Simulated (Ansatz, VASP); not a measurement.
InP: VASP beside Ansatz

```
In P
1.0
     0.00000    2.84545    2.84545
     2.84545    0.00000    2.84545
     2.84545    2.84545    0.00000
In P
1 1
Direct
  0.00000 0.00000 0.00000
  0.50000 0.50000 0.50000
```

Change from the starting cell: volume scaled by 0.99.

Alike in both runs: task single point; functional PBE; k mesh 11 × 11 × 11; occupations fermi-dirac, width 0.03 eV; no spin polarisation.

```csv
,VASP,Ansatz
version,VASP 6.6.1,Ansatz 0.2.0
potentials or method,"VASP PAW PBE potentials, release 64 (In_d, P), cutoff 520 eV","all-electron LAPW, scalar-relativistic"
```

```tsv
	VASP	Ansatz	Ansatz less VASP
pressure (GPa)	-4.9	-4.9	+0.05
```

Ansatz ran all-electron here, and VASP with PAW potentials.
